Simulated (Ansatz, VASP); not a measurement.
# InRuS3 in VASP and in Ansatz

```
In Ru S
1.0
     3.31119    1.91172    2.71352
    -3.31119    1.91172    2.71352
     0.00000   -3.82343    2.71352
In Ru S
1 1 3
Direct
  0.44840 0.44840 0.44840
  0.94885 0.94885 0.94885
  0.03151 0.48580 0.03151
  0.48580 0.03151 0.03151
  0.03151 0.03151 0.48580
```

Alike in both runs: task relaxation of cell and atoms; functional PBE; k mesh 6 × 6 × 6; occupations gaussian, width 0.1 eV; no spin polarisation.

|  | VASP | Ansatz |
| --- | --- | --- |
| version | VASP 6.6.1 | Ansatz 0.2.0 |
| potentials or method | VASP PAW PBE potentials, release 64 (In_d, Ru_sv, S), cutoff 560 eV | scalar-relativistic, plane waves, PAW |
| valence electrons in the cell | 47 | 47 |

VASP gave:

- gap on the k mesh at the Fermi level, each at its own relaxed structure (eV): none
- relaxed volume (Å³/atom): 20.52
- relaxed length of the cell vector where the two differ most in proportion (Å): 4.682

Estimate Ansatz's values.

gap on the k mesh at the Fermi level, each at its own relaxed structure (eV): none; relaxed volume (Å³/atom): 20.85; relaxed length of the cell vector where the two differ most in proportion (Å): 4.706.

A gap of «none» marks a metal or a gap that the smearing closes.
